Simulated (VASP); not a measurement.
Input of a VASP 6.6.1 run:

INCAR

```
ALGO = Normal
EDIFF = 1E-6
ENCUT = 520
GGA = PE
ISIF = 2
ISMEAR = -1
LASPH = True
LCHARG = False
LREAL = False
LWAVE = False
NBANDS = 18
NELM = 60
PREC = Accurate
SIGMA = 0.13605693000000002
```

Contents of KPOINTS:

```
k-points
0
Gamma
  10 10 10
```

POSCAR

```
Lu
1.0
    3.2105769805      0.0000000000      0.0000000000
    0.0000000000      3.2105769805      0.0000000000
    0.0000000000      0.0000000000      3.2105769805
Lu
1
Direct
    0.0000000000      0.0000000000      0.0000000000
```

Potentials or basis: VASP PAW PBE potentials, release 64 (Lu).

The run is started by

```console
$ cat potpaw_PBE.64/Lu/POTCAR > POTCAR
$ mpirun -np 1 vasp_std > vasp.out
```

Task: Estimate the pressure.

Result: 0.1 GPa.
